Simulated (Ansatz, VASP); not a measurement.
# TaN in VASP and in Ansatz

```
Ta N
1.0
     2.91828    0.00000    0.00000
    -1.45914    2.52731    0.00000
     0.00000    0.00000    2.86365
Ta N
1 1
Cartesian
  0.0000 0.0000 1.4318
  1.4591 0.8424 0.0000
```

Alike in both runs: task single point; functional r2SCAN; k mesh 10 × 10 × 9; occupations fermi-dirac, width 0.05 eV; no spin polarisation.

```csv
,VASP,Ansatz
version,VASP 6.6.1,Ansatz 0.2.0
potentials or method,"VASP PAW PBE potentials, release 64 (Ta_sv_GW, N)",Ansatz PAW
plane-wave cutoff (eV),660,500
valence electrons in the cell,18,18
```

VASP gave:

```
gap on the k mesh at the Fermi level (eV)                     : none
pressure (GPa)                                                : 7.3
traceless stress, the component that is largest in VASP (GPa) : 1.13
```

What did Ansatz give for the same quantities?

gap on the k mesh at the Fermi level (eV): none; pressure (GPa): 7.3; traceless stress, the component that is largest in VASP (GPa): 1.02.

VASP's potentials were made for PBE, not for r2SCAN. A gap of «none» marks a metal or a gap that the smearing closes.

Neither program's run includes spin-orbit coupling.
